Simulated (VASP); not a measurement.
# Mo (Im-3m) in VASP: elastic constants with PBE

Aim: the elastic constants of Mo with PBE.

Program: VASP 6.6.1. These are calculated values, not measurements. Logs are shortened: lines on timing, memory, paths and dates and some standing lists are left out, and cuts for length are marked.

## 1. The cell of the first run

Symmetry: Im-3m, No. 229, cubic system. The conventional cell has a = 3.085 Å, b = 3.085 Å, c = 3.085 Å, α = 90.00°, β = 90.00°, γ = 90.00°. Mo (site symmetry m-3m) has 14 Mo at 2.67 to 3.09 Å within 3.5 Å.

## 2. Elastic constants, PBE

File INCAR:

```
SYSTEM = Mo
PREC = Accurate
ENCUT = 600
EDIFF = 1E-8
ISMEAR = -1
SIGMA = 0.1
LREAL = .False.
LASPH = .True.
NELM = 60
ALGO = Normal
ISIF = 3
LWAVE = .False.
LCHARG = .False.
GGA = PE
IBRION = 6
NFREE = 2
POTIM = 0.015
NSW = 1
```

File KPOINTS:

```
Automatic mesh
0
Gamma
  18 18 18
  0 0 0
```

File POSCAR:

```
Mo
1.0
   -1.5426868161      1.5426868161      1.5426868161
    1.5426868161     -1.5426868161      1.5426868161
    1.5426868161      1.5426868161     -1.5426868161
Mo
1
Direct
    0.0000000000      0.0000000000      0.0000000000
```

Potentials or basis: VASP PAW PBE potentials, release 64 (Mo_sv).

Started as:

```console
cat potpaw_PBE.64/Mo_sv/POTCAR > POTCAR
mpirun -np 1 vasp_std > vasp.out
```

OUTCAR:

```text
SYSTEM = Mo
   PREC = Accurate
   ENCUT = 600
   EDIFF = 1E-8
   ISMEAR = -1
   LREAL = .False.
   LASPH = .True.
   NELM = 60
   ISIF = 3
   GGA = PE
   IBRION = 6
   NFREE = 2
   POTIM = 0.015
   NSW = 1

 ion  position               nearest neighbor table
   1  0.000  0.000  0.000-

  LATTYP: Found a body centered cubic cell.
 ALAT       =     3.0853736322

  Lattice vectors:

 A1 = (  -1.5426868161,   1.5426868161,   1.5426868161)
 A2 = (   1.5426868161,  -1.5426868161,   1.5426868161)
 A3 = (   1.5426868161,   1.5426868161,  -1.5426868161)

Analysis of symmetry for initial positions (statically):
=====================================================================
 Subroutine PRICEL returns:
 Original cell was already a primitive cell.

 Routine SETGRP: Setting up the symmetry group for a
 body centered cubic supercell.

 Subroutine GETGRP returns: Found 48 space group operations
 (whereof 48 operations were pure point group operations)
 out of a pool of 48 trial point group operations.

The static configuration has the point symmetry O_h .

Analysis of symmetry for dynamics (positions and initial velocities):
=====================================================================
 Subroutine PRICEL returns:
 Original cell was already a primitive cell.

 Routine SETGRP: Setting up the symmetry group for a
 body centered cubic supercell.

 Subroutine GETGRP returns: Found 48 space group operations
 (whereof 48 operations were pure point group operations)
 out of a pool of 48 trial point group operations.

The dynamic configuration has the point symmetry O_h .

 Subroutine INISYM returns: Found 48 space group operations
 (whereof 48 operations are pure point group operations),
 and found     1 'primitive' translations

----------------------------------------------------------------------------------------

                                     Primitive cell

  volume of cell :      14.6857

  direct lattice vectors                    reciprocal lattice vectors
    -1.542686816  1.542686816  1.542686816     0.000000000  0.324109855  0.324109855
     1.542686816 -1.542686816  1.542686816     0.324109855  0.000000000  0.324109855
     1.542686816  1.542686816 -1.542686816     0.324109855  0.324109855  0.000000000

  length of vectors
     2.672011946  2.672011946  2.672011946     0.458360552  0.458360552  0.458360552

  position of ions in fractional coordinates (direct lattice)
     0.000000000  0.000000000  0.000000000

  ion indices of the primitive-cell ions
   primitive index   ion index
                 1           1

----------------------------------------------------------------------------------------

 KPOINTS: Automatic mesh

Automatic generation of k-mesh.
 Grid dimensions read from file:
 generate k-points for:   18   18   18

 Generating k-lattice:

  Cartesian coordinates                     Fractional coordinates (reciprocal lattice)
     0.000000000  0.018006103  0.018006103     0.055555556  0.000000000  0.000000000
     0.018006103  0.000000000  0.018006103     0.000000000  0.055555556  0.000000000
     0.018006103  0.018006103  0.000000000     0.000000000  0.000000000  0.055555556
[... 94 lines left out ...]
   NGX = 11   NGY = 11   NGZ = 11

--------------------------------------- Ionic step        1  -------------------------------------------

 number of electron      13.9999999 magnetization

 Free energy of the ion-electron system (eV)
  ---------------------------------------------------
  ext. energy  EPLUGINS =         0.00000000
  ---------------------------------------------------
  free energy    TOTEN  =       -10.86808524 eV

  energy without entropy =      -10.84734674  energy(sigma->0) =      -10.85771599

------------------------ aborting loop because EDIFF is reached ----------------------------------------

  FORCE on cell =-STRESS in cart. coord.  units (eV):
  Direction    XX          YY          ZZ          XY          YZ          ZX
  --------------------------------------------------------------------------------------
  -------------------------------------------------------------------------------------
  Total        2.0703130      2.0703130      2.0703130     -0.0000000     -0.0000000      0.0000000
  in kB      225.8672624    225.8672624    225.8672624     -0.0000000     -0.0000000      0.0000000
  external PRESSURE =     225.8672624 kB  Pullay stress =       0.0000000 kB
[... 86 lines left out ...]
  FREE ENERGIE OF THE ION-ELECTRON SYSTEM (eV)
  ---------------------------------------------------
  free  energy   TOTEN  =       -10.8307525967 eV

  energy  without entropy=      -10.8099301827  energy(sigma->0) =      -10.82034139

[... ionic steps 4 to 12 ...]

--------------------------------------- Ionic step       13  -------------------------------------------

 number of electron      13.9999999 magnetization

------------------------ aborting loop because EDIFF is reached ----------------------------------------
[... 65 lines left out ...]
--------------------------------------- Ionic step       15  -------------------------------------------

 number of electron      13.9999999 magnetization

 Free energy of the ion-electron system (eV)
  ---------------------------------------------------
  ext. energy  EPLUGINS =         0.00000000
  ---------------------------------------------------
  free energy    TOTEN  =       -10.86808595 eV

  energy without entropy =      -10.84734744  energy(sigma->0) =      -10.85771669

 E-fermi :  13.6439     XC(G=0): -13.7460

 val. band max:       13.6412544125   @ k =  -0.3889   0.4444   0.2778
 cond. band min:      13.7024642822   @ k =  -0.3333   0.3889   0.2778
 fundamental gap:      0.0612098696
 Fermi energy:        13.6438916861

 k-point     1 :       0.0000    0.0000    0.0000
  band No.  band energies     occupation
      1     -47.6730      2.00000
      2     -20.7800      2.00000
      3     -20.7800      2.00000
      4     -20.7800      2.00000
      5       6.1965      2.00000
      6      12.1345      2.00000
      7      12.1345      2.00000
      8      12.1345      2.00000
      9      15.3991      0.00000
     10      15.3991      0.00000
     11      28.5429      0.00000
[... 309 lines left out ...]
 k-point    24 :       0.3889    0.1111    0.0000
  band No.  band energies     occupation
      1     -47.3331      2.00000
      2     -22.3760      2.00000
      3     -21.3660      2.00000
      4     -20.8711      2.00000
      5       8.3664      2.00000
      6      10.0928      2.00000
      7      13.7380      0.56148
      8      15.3222      0.00000
      9      16.5890      0.00000
     10      19.5035      0.00000
     11      26.1552      0.00000

 [... further k-points ...]
[... 5 lines left out ...]
  --------------------------------------------------------------------------------------
  -------------------------------------------------------------------------------------
  Total        2.0703669      2.0703669      2.0703669     -0.0000000      0.0000000      0.0000000
  in kB      225.8731416    225.8731416    225.8731416     -0.0000000      0.0000000      0.0000000
  external PRESSURE =     225.8731416 kB  Pullay stress =       0.0000000 kB
[... 16 lines left out ...]
  FREE ENERGIE OF THE ION-ELECTRON SYSTEM (eV)
  ---------------------------------------------------
  free  energy   TOTEN  =       -10.8680859476 eV

  energy  without entropy=      -10.8473474401  energy(sigma->0) =      -10.85771669

 INTERNAL STRAIN TENSORS FROM STRAINED CELLS
 ============================================

 INTERNAL STRAIN TENSOR FOR ION    1 for displacements in x,y,z  (eV/Angst):
          X           Y           Z          XY          YZ          ZX
  --------------------------------------------------------------------------------
  x     0.00000     0.00000     0.00000     0.00000    -0.00000    -0.00000
  y     0.00000    -0.00000    -0.00000    -0.00000     0.00000     0.00000
  z     0.00000    -0.00000     0.00000     0.00000     0.00000     0.00000

 INTERNAL STRAIN TENSORS FROM DISPLACED ATOMS
 ============================================

 INTERNAL STRAIN TENSOR FOR ION    1 for displacements in x,y,z  (eV/Angst):
          X           Y           Z          XY          YZ          ZX
  --------------------------------------------------------------------------------
  x     0.00000     0.00000     0.00000     0.00000     0.00000     0.00000
  y     0.00000     0.00000     0.00000     0.00000     0.00000     0.00000
  z     0.00000     0.00000     0.00000     0.00000     0.00000     0.00000

 Eigenvectors and eigenvalues of the dynamical matrix
 ----------------------------------------------------

   1 f  =    0.000000 THz     0.000000 2PiTHz    0.000000 cm-1     0.000000 meV
             X         Y         Z           dx          dy          dz
      0.000000  0.000000  0.000000     1.000000    0.000000    0.000000

   2 f  =    0.000000 THz     0.000000 2PiTHz    0.000000 cm-1     0.000000 meV
             X         Y         Z           dx          dy          dz
      0.000000  0.000000  0.000000     0.000000    1.000000    0.000000

   3 f  =    0.000000 THz     0.000000 2PiTHz    0.000000 cm-1     0.000000 meV
             X         Y         Z           dx          dy          dz
      0.000000  0.000000  0.000000     0.000000    0.000000    1.000000

--------------------------------------------------------------------------------------------------------

 ELASTIC MODULI CONTR FROM IONIC RELAXATION (kBar)
 Direction    XX          YY          ZZ          XY          YZ          ZX
 --------------------------------------------------------------------------------
 XX           0.0000      0.0000      0.0000      0.0000      0.0000      0.0000
 YY           0.0000      0.0000      0.0000      0.0000      0.0000      0.0000
 ZZ           0.0000      0.0000      0.0000      0.0000      0.0000      0.0000
 XY           0.0000      0.0000      0.0000      0.0000      0.0000      0.0000
 YZ           0.0000      0.0000      0.0000      0.0000      0.0000      0.0000
 ZX           0.0000      0.0000      0.0000      0.0000      0.0000      0.0000
 --------------------------------------------------------------------------------

 TOTAL ELASTIC MODULI (kBar)
 Direction    XX          YY          ZZ          XY          YZ          ZX
 --------------------------------------------------------------------------------
 XX        5680.8972   2103.6007   2103.6007     -0.0000     -0.0000      0.0000
 YY        2103.6007   5680.8972   2103.6007     -0.0000     -0.0000      0.0000
 ZZ        2103.6007   2103.6007   5680.8972     -0.0000     -0.0000     -0.0000
 XY          -0.0000     -0.0000     -0.0000   1348.4419     -0.0000     -0.0000
 YZ          -0.0000     -0.0000     -0.0000     -0.0000   1348.4419     -0.0000
 ZX           0.0000      0.0000     -0.0000     -0.0000     -0.0000   1348.4419
 --------------------------------------------------------------------------------
```

Wall time 16 min (1 thread of AMD EPYC 9R45 (Zen 5), shared host); peak memory 0.58 GiB.

What came out:

```yaml
Elastic_constants_C11_C12_C44: 568, 210, 135 GPa
Voigt_bulk_modulus: 330 GPa
```

Elastic tensor in Voigt notation (GPa, in the Cartesian axes of the cell as first typed):
```
568 210 210   0   0   0
210 568 210   0   0   0
210 210 568   0   0   0
  0   0   0 135   0   0
  0   0   0   0 135   0
  0   0   0   0   0 135
```

Clamped-ion elastic tensor (GPa):
```
568 210 210   0   0   0
210 568 210   0   0   0
210 210 568   0   0   0
  0   0   0 135   0   0
  0   0   0   0 135   0
  0   0   0   0   0 135
```

Caveat: the cell is under stress, which shifts elastic constants.
